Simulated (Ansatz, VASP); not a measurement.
# Ir in VASP and in Ansatz

```
Ir
1.0
     2.65338    0.00000    0.00000
    -1.32669    2.29790    0.00000
     0.00000    0.00000    2.59952
Ir
1
Cartesian
  0.0000 0.0000 0.0000
```

Alike in both runs: functional PBE; k mesh 9 × 9 × 8; occupations gaussian, width 0.1 eV; no spin polarisation.

Ansatz relaxed the structure, and its values are those at the end. VASP's run is a single point on that final structure, the one shown.

```csv
,VASP,Ansatz
version,VASP 6.6.1,Ansatz 0.2.0
potentials or method,"VASP PAW PBE potentials, release 64 (Ir), cutoff 520 eV","scalar-relativistic, plane waves, PAW"
valence electrons in the cell,9,17
```

```tsv
	VASP	Ansatz	Ansatz less VASP
gap on the k mesh at the Fermi level (eV)	none	none	-
pressure (GPa)	0.2	0.0	-0.23
```

A gap of «none» marks a metal or a gap that the smearing closes. The functional is the same, so the differences come from potentials, cutoffs and numerics. VASP's potentials hold 9 valence electrons a cell and Ansatz's 17, so a difference there can come from the potentials and not from the codes.

Neither program's run includes spin-orbit coupling.
